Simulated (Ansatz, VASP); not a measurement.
Given: the input of a run of Ansatz 0.2.0 on Pb.

File input.yaml:

```yaml
crystal:
  lattice:
    - [3.4928246563, 0.0, 0.0]
    - [0.0, 3.4928246563, 0.0]
    - [0.0, 0.0, 24.8792]
  atoms:
    - { symbol: Pb, position: [0.5, 0.5, 0.3014566385] }
    - { symbol: Pb, position: [0.0, 0.0, 0.4007283192] }
    - { symbol: Pb, position: [0.5, 0.5, 0.5] }
    - { symbol: Pb, position: [0.0, 0.0, 0.5992716808] }
    - { symbol: Pb, position: [0.5, 0.5, 0.6985433615] }
hamiltonian:
  xc: pbe
  pseudopotentials: { kind: paw }
kpoints:
  mp_grid: { grid: [8, 8, 1] }
scf:
  occupations: { method: fermi_dirac, width: 0.05 }
output:
  forces: true
  eigenvalues: true
efield:
  axis: 3
  dipole_correction: true
  ramp_width: 0.04
```

Potentials or basis: Ansatz PAW.

Run with:

```console
$ ansatz run input.yaml --threads 4 --pin off --max-ram 11264MiB --backend cpu --events-out ev --progress --plain --runs-dir out
```

Q: Translate it to VASP 6.6.1. Potentials there: VASP PAW PBE potentials, release 64 (Pb_d).

A: As run (the cutoff follows the program's own potentials):

Contents of INCAR:

```
SYSTEM = Pb
ALGO = Normal
DIPOL = 0.5 0.5 0.500
EDIFF = 1E-6
ENCUT = 400
GGA = PE
GGA_COMPAT = .FALSE.
IDIPOL = 3
ISIF = 2
ISMEAR = -1
LASPH = .TRUE.
LCHARG = .FALSE.
LDIPOL = .TRUE.
LREAL = .FALSE.
LWAVE = .FALSE.
NBANDS = 43
NELM = 120
NELMDL = -8
PREC = Accurate
SIGMA = 0.05
```

Contents of KPOINTS:

```
k-points
0
G
  8 8 1
  0 0 0
```

POSCAR

```
Pb
1.0
    3.4928246563      0.0000000000      0.0000000000
    0.0000000000      3.4928246563      0.0000000000
    0.0000000000      0.0000000000     24.8792000000
Pb
5
Direct
    0.5000000000      0.5000000000      0.3014566385
    0.0000000000      0.0000000000      0.4007283192
    0.5000000000      0.5000000000      0.5000000000
    0.0000000000      0.0000000000      0.5992716808
    0.5000000000      0.5000000000      0.6985433615
```

Potentials or basis: VASP PAW PBE potentials, release 64 (Pb_d).

Run with:

```bash
$ cat potpaw_PBE.64/Pb_d/POTCAR > POTCAR
$ mpirun -np 1 vasp_std > vasp.out
```

Both were run:

|  | VASP | Ansatz | Ansatz less VASP |
| --- | --- | --- | --- |
| gap on the k mesh at the Fermi level (eV) | none | none | - |
| rms of the force components (eV/Å) | 0.188 | 0.188 | +0.0001 |

Atom by atom the forces differ by 0.000 eV/Å (rms over components). A gap of «none» marks a metal or a gap that the smearing closes.

Spin-orbit coupling is off throughout.
